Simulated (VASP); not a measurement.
# MoS2 (R3m) in VASP: further runs

Runs on MoS2. Level: PBE. Tasks: single point.

All numbers are computed with VASP 6.6.1; they aren't measurements. Logs are shortened: lines on timing, memory, paths and dates and some standing lists are left out, and cuts for length are marked.

## (1) The cell of the first run

Symmetry: R3m, No. 160, trigonal system. The conventional cell has a = 3.184 Å, b = 3.184 Å, c = 18.492 Å, α = 90.00°, β = 90.00°, γ = 120.00°. Within 3.1 Å of Mo (site symmetry 3m) lie 6 S at 2.38 Å. Within 3.1 Å of S (site symmetry 3m) lie 3 Mo at 2.38 Å and 1 S at 3.02 Å. S (site symmetry 3m) has 3 Mo at 2.38 Å and 1 S at 3.02 Å within 3.1 Å.

## (2) Single point, PBE (volume scaled by 1.02)

Contents of INCAR:

```
SYSTEM = MoS2
PREC = Accurate
ENCUT = 520
EDIFF = 1E-7
ISMEAR = -1
SIGMA = 0.05
LREAL = .FALSE.
LASPH = .TRUE.
NELM = 60
ALGO = Normal
ISIF = 2
LWAVE = .FALSE.
LCHARG = .TRUE.
GGA = PE
LELF = .TRUE.
LVHAR = .TRUE.
NBANDS = 20
```

Contents of KPOINTS:

```
regular mesh
0
G
  10 10 10
  0 0 0
```

Contents of POSCAR:

```
MoS2
1.0
    1.5919737044      0.9191264496      6.1638812343
   -1.5919737044      0.9191264496      6.1638812343
    0.0000000000     -1.8382528992      6.1638812343
Mo S
1 2
Direct
    0.0000000000      0.0000000000      0.0000000000
    0.7484000000      0.7484000000      0.7484000000
    0.5849000000      0.5849000000      0.5849000000
```

Potentials or basis: VASP PAW PBE potentials, release 64 (Mo_sv, S).

Launch:

```sh
$ cat potpaw_PBE.64/Mo_sv/POTCAR potpaw_PBE.64/S/POTCAR > POTCAR
$ mpirun -np 1 vasp_std > vasp.out
```

OUTCAR:

```text
SYSTEM = MoS2
   PREC = Accurate
   ENCUT = 520
   EDIFF = 1E-7
   ISMEAR = -1
   LREAL = .FALSE.
   LASPH = .TRUE.
   NELM = 60
   ISIF = 2
   GGA = PE

 ion  position               nearest neighbor table
   1  0.000  0.000  0.000-   2 2.38   2 2.38   2 2.38   3 2.38   3 2.38   3 2.38
   2  0.748  0.748  0.748-   1 2.38   1 2.38   1 2.38
   3  0.585  0.585  0.585-   1 2.38   1 2.38   1 2.38

  LATTYP: Found a trigonal (rhomboedric) cell.
 ALAT       =     6.4321540386
 COS(alpha) =     0.8774851015

  Lattice vectors:

 A1 = (   1.5919737044,   0.9191264496,   6.1638812343)
 A2 = (  -1.5919737044,   0.9191264496,   6.1638812343)
 A3 = (   0.0000000000,  -1.8382528992,   6.1638812343)

Analysis of symmetry for initial positions (statically):
=====================================================================
 Subroutine PRICEL returns:
 Original cell was already a primitive cell.

 Routine SETGRP: Setting up the symmetry group for a
 trigonal (rhombohedral) supercell.

 Subroutine GETGRP returns: Found  6 space group operations
 (whereof  6 operations were pure point group operations)
 out of a pool of 12 trial point group operations.

The static configuration has the point symmetry C_3v.

Analysis of symmetry for dynamics (positions and initial velocities):
=====================================================================
 Subroutine PRICEL returns:
 Original cell was already a primitive cell.

 Routine SETGRP: Setting up the symmetry group for a
 trigonal (rhombohedral) supercell.

 Subroutine GETGRP returns: Found  6 space group operations
 (whereof  6 operations were pure point group operations)
 out of a pool of 12 trial point group operations.

The dynamic configuration has the point symmetry C_3v.

 Subroutine INISYM returns: Found  6 space group operations
 (whereof  6 operations are pure point group operations),
 and found     1 'primitive' translations

----------------------------------------------------------------------------------------

                                     Primitive cell

  volume of cell :      54.1149

  direct lattice vectors                    reciprocal lattice vectors
     1.591973704  0.919126450  6.163881234     0.314075539  0.181331597  0.054078481
    -1.591973704  0.919126450  6.163881234    -0.314075539  0.181331597  0.054078481
     0.000000000 -1.838252899  6.163881234     0.000000000 -0.362663193  0.054078481

  length of vectors
     6.432154039  6.432154039  6.432154040     0.366672980  0.366672980  0.366672980

  position of ions in fractional coordinates (direct lattice)
     0.000000000  0.000000000  0.000000000
     0.748400000  0.748400000  0.748400000
     0.584900000  0.584900000  0.584900000

  ion indices of the primitive-cell ions
   primitive index   ion index
                 1           1
                 2           2
                 3           3

----------------------------------------------------------------------------------------

 KPOINTS: regular mesh

Automatic generation of k-mesh.
 Grid dimensions read from file:
 generate k-points for:   10   10   10

 Generating k-lattice:

  Cartesian coordinates                     Fractional coordinates (reciprocal lattice)
     0.031407554  0.018133160  0.005407848     0.100000000 -0.000000000 -0.000000000
    -0.031407554  0.018133160  0.005407848    -0.000000000  0.100000000 -0.000000000
     0.000000000 -0.036266319  0.005407848    -0.000000000 -0.000000000  0.100000000

  Length of vectors
     0.036667298  0.036667298  0.036667298

  Shift w.r.t. Gamma in fractional coordinates (k-lattice)
     0.000000000  0.000000000  0.000000000

 Subroutine IBZKPT returns following result:
 ===========================================

 Found    116 irreducible k-points:

 Following reciprocal coordinates:
            Coordinates               Weight
  0.000000  0.000000  0.000000      1.000000
  0.100000  0.000000  0.000000      6.000000
  0.200000  0.000000  0.000000      6.000000
  0.300000 -0.000000 -0.000000      6.000000
  0.400000 -0.000000  0.000000      6.000000
  0.500000  0.000000 -0.000000      3.000000
[... 16 lines left out ...]
  0.300000  0.300000 -0.000000      6.000000
  0.400000  0.300000 -0.000000     12.000000
 [... further k-points ...]
   k-points           NKPTS =    116   k-points in BZ     NKDIM =    116   number of bands    NBANDS=     20
   number of dos      NEDOS =    301   number of ions     NIONS =      3
   total plane-waves  NPLWV = 110592
   dimension x,y,z NGX =    48 NGY =   48 NGZ =   48
   dimension x,y,z NGXF=    96 NGYF=   96 NGZF=   96
   ions per type =               1   2
   NGX,Y,Z   is equivalent  to a cutoff of  12.41, 12.41, 12.41 a.u.
   NGXF,Y,Z  is equivalent  to a cutoff of  24.81, 24.81, 24.81 a.u.
 SYSTEM =  MoS2
   PREC   = accura    normal or accurate (medium, high low for compatibility)
   ISTART =      0    job   : 0-new  1-cont  2-samecut
   ICHARG =      2    charge: 1-file 2-atom 10-const
   ISPIN  =      1    spin polarized calculation?
   LNONCOLLINEAR =      F non collinear calculations
   LSORBIT =      F    spin-orbit coupling
   LASPH  =      T    aspherical Exc in radial PAW
   ENCUT  =  520.0 eV  38.22 Ry    6.18 a.u.  11.96 11.96 11.96*2*pi/ulx,y,z
   NELM   =     60;   NELMIN=  2; NELMDL= -5     # of ELM steps
   EDIFF  = 0.1E-06   stopping-criterion for ELM
   LREAL  =      F    real-space projection
   EDIFFG = 0.1E-05   stopping-criterion for IOM
   NSW    =      0    number of steps for IOM
   IBRION =     -1    ionic relax: 0-MD 1-quasi-New 2-CG
   NFREE  =      0    steps in history (QN), initial steepest desc. (CG)
   ISIF   =      2    stress and relaxation
   ISYM   =      2    0-nonsym 1-usesym 2-fastsym
   POTIM  = 0.5000    time-step for ionic-motion
   TEBEG  =    0.0;   TEEND  =   0.0 temperature during run
   PSTRESS=    0.0 pullay stress
   NELECT =      26.0000    total number of electrons
   NUPDOWN=      -1.0000    fix difference up-down
   EMIN   =  10.00;   EMAX   =-10.00  energy-range for DOS
   EFERMI =   0.00;   METHOD = LEGACY
   ISMEAR =    -1;   SIGMA  =   0.05  broadening in eV -4-tet -1-fermi 0-gaus
   EFERMI_NEDOS =   21; number of points for ismear=-14 and -15
   IALGO  =     38    algorithm
   IMIX   =      4    mixing-type and parameters
     AMIX     =   0.40;   BMIX     =  1.00
     AMIX_MAG =   1.60;   BMIX_MAG =  1.00
  volume/ion in A,a.u.               =      18.04       121.73
  Fermi-wavevector in a.u.,A,eV,Ry     =   1.282214  2.423032 22.368955  1.644072
  Thomas-Fermi vector in A             =   2.414538
   LORBIT       =      0    0 simple, 1 ext, 2 COOP (PROOUT), +10 PAW based schemes
   GGA     = PE    functional components
   LHFCALC =     F    Hartree Fock is set to
   AEXX    =    0.0000 exact exchange contribution
   IVDW    =     0    specifies the selected vdW correction
   LEPSILON=     F    determine dielectric tensor
   LRPA    =     F    only Hartree local field effects (RPA)
 non-spin polarized calculation
  energy-cutoff  :      520.00
  volume of cell :       54.11
 maximum number of plane-waves:      1476
   NGX = 23   NGY = 23   NGZ = 23

 number of electron      26.0000000 magnetization

 Free energy of the ion-electron system (eV)
  ---------------------------------------------------
  ext. energy  EPLUGINS =         0.00000000
  ---------------------------------------------------
  free energy    TOTEN  =       -21.77249475 eV

  energy without entropy =      -21.77248966  energy(sigma->0) =      -21.77249221

 E-fermi :   7.8677     XC(G=0): -10.6989

 val. band max:        7.5380361473   @ k =   0.5000   0.5000   0.5000
 cond. band min:       8.3522458155   @ k =  -0.3000   0.3000   0.0000
 fundamental gap:      0.8142096682
 Fermi energy:         7.8677332088

 k-point     1 :       0.0000    0.0000    0.0000
  band No.  band energies     occupation
      1     -54.1445      2.00000
      2     -28.2995      2.00000
      3     -28.1078      2.00000
      4     -28.1078      2.00000
      5      -7.6666      2.00000
      6      -5.8997      2.00000
[... 12 lines left out ...]
     19      15.5381      0.00000
     20      15.7512      0.00000

 k-point     2 :       0.1000    0.0000    0.0000
  band No.  band energies     occupation
      1     -54.1409      2.00000
      2     -28.2921      2.00000
      3     -28.1454      2.00000
      4     -28.1163      2.00000
      5      -7.5151      2.00000
      6      -5.8582      2.00000
[... 12 lines left out ...]
     19      15.8373      0.00000
     20      16.1708      0.00000

 k-point     3 :       0.2000    0.0000    0.0000
  band No.  band energies     occupation
      1     -54.1313      2.00000
      2     -28.2726      2.00000
      3     -28.2428      2.00000
      4     -28.1385      2.00000
      5      -7.0952      2.00000
      6      -5.7432      2.00000
[... 12 lines left out ...]
     19      16.0177      0.00000
     20      16.4170      0.00000

 k-point     4 :       0.3000   -0.0000   -0.0000
  band No.  band energies     occupation
      1     -54.1195      2.00000
      2     -28.3611      2.00000
      3     -28.2483      2.00000
      4     -28.1657      2.00000
      5      -6.5147      2.00000
      6      -5.5860      2.00000
[... 12 lines left out ...]
     19      15.1303      0.00000
     20      15.6637      0.00000

 k-point     5 :       0.4000   -0.0000    0.0000
  band No.  band energies     occupation
      1     -54.1099      2.00000
      2     -28.4552      2.00000
      3     -28.2287      2.00000
      4     -28.1877      2.00000
      5      -5.9697      2.00000
      6      -5.4455      2.00000
[... 12 lines left out ...]
     19      14.4755      0.00000
     20      15.0230      0.00000
[... 353 lines left out ...]
      6      -5.3542      2.00000
[... 12 lines left out ...]
     19      15.4847      0.00000
     20      16.3658      0.00000

 k-point    22 :      -0.2000    0.2000    0.0000
  band No.  band energies     occupation
      1     -54.1140      2.00000
      2     -28.3813      2.00000
      3     -28.2371      2.00000
      4     -28.2134      2.00000
      5      -6.2330      2.00000
      6      -5.4800      2.00000
[... 12 lines left out ...]
     19      15.5906      0.00000
     20      16.4531      0.00000

 k-point    23 :       0.3000    0.3000   -0.0000
  band No.  band energies     occupation
      1     -54.1195      2.00000
      2     -28.3611      2.00000
      3     -28.2483      2.00000
      4     -28.1657      2.00000
      5      -6.4736      2.00000
      6      -5.6457      2.00000
[... 12 lines left out ...]
     19      15.3601      0.00000
     20      15.9589      0.00000

 k-point    24 :       0.4000    0.3000   -0.0000
  band No.  band energies     occupation
      1     -54.1129      2.00000
      2     -28.4107      2.00000
      3     -28.2348      2.00000
      4     -28.1971      2.00000
      5      -6.1042      2.00000
      6      -5.5476      2.00000
[... 12 lines left out ...]
     19      15.1571      0.00000
     20      15.9782      0.00000

 [... further k-points ...]
[... 5 lines left out ...]
  --------------------------------------------------------------------------------------
  -------------------------------------------------------------------------------------
  Total        1.2111652      1.2111652      3.4090404      0.0000000      0.0000000      0.0000000
  in kB       35.8589266     35.8589268    100.9313454      0.0000000      0.0000000      0.0000000
  external PRESSURE =      57.5497330 kB  Pullay stress =       0.0000000 kB

 VOLUME and BASIS-vectors are now :
 -----------------------------------------------------------------------------
  energy-cutoff  :      520.00
  volume of cell :       54.11
      direct lattice vectors                 reciprocal lattice vectors
     1.591973704  0.919126450  6.163881234     0.314075539  0.181331597  0.054078481
    -1.591973704  0.919126450  6.163881234    -0.314075539  0.181331597  0.054078481
     0.000000000 -1.838252899  6.163881234     0.000000000 -0.362663193  0.054078481

 POSITION                                       TOTAL-FORCE (eV/Angst)
 -----------------------------------------------------------------------------------
      0.00000      0.00000      0.00000         0.000000     -0.000000     -0.002561
      0.00000      0.00000     13.83915         0.000000      0.000000      0.910596
      0.00000      0.00000     10.81576         0.000000      0.000000     -0.908035
 -----------------------------------------------------------------------------------
    total drift:                                0.000000     -0.000000      0.000064

  FREE ENERGIE OF THE ION-ELECTRON SYSTEM (eV)
  ---------------------------------------------------
  free  energy   TOTEN  =       -21.7724947507 eV

  energy  without entropy=      -21.7724896623  energy(sigma->0) =      -21.77249221
```

Wall time 3.6 min (1 thread of Intel Xeon 6975P-C (Granite Rapids), shared host); peak memory 0.38 GiB.

Results:

```
Free energy            : -21.7725 eV
Pressure               : 5.8 GPa
Largest force          : 0.911 eV/Å
Band gap on the k mesh : 0.81 eV, indirect (least direct gap 1.87 eV)
```

Forces on the atoms (eV/Å):
```
Mo   0.000  0.000 -0.003
S    0.000  0.000  0.911
S    0.000  0.000 -0.908
```

[end of part 1 of 2]
